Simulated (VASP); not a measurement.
Input of a VASP 6.6.1 run:

The input INCAR:

```
ALGO = Fast
EDIFF = 1E-7
ENCUT = 520
GGA = PS
ISIF = 2
ISMEAR = 0
LASPH = True
LCHARG = False
LREAL = False
LWAVE = False
NBANDS = 10
NELM = 100
PREC = Accurate
SIGMA = 0.1
```

Contents of KPOINTS:

```
k-points
0
Gamma
  22 22 12
```

POSCAR

```
Al
1.0
    1.4159363666     -2.4530840237      0.0421327634
    1.4159363666      2.4530840237      0.0421327634
   -0.1391675082      0.0000000000      4.6935884393
Al
2
Direct
    0.3333388716      0.6666611284      0.7500000000
    0.6666611284      0.3333388716      0.2500000000
```

Potentials or basis: VASP PAW PBE potentials, release 64 (Al).

Command:

```console
$ cat potpaw_PBE.64/Al/POTCAR > POTCAR
$ mpirun -np 1 vasp_std > vasp.out
```

Q: Predict the pressure.

A: 0.1 GPa.

Q: Estimate the band gap on the k mesh.

A: Zero (bands 3 and 4 overlap by 7.31 eV).

Caveat: the PAW data sets were made with another functional, which shifts forces and pressure a little.
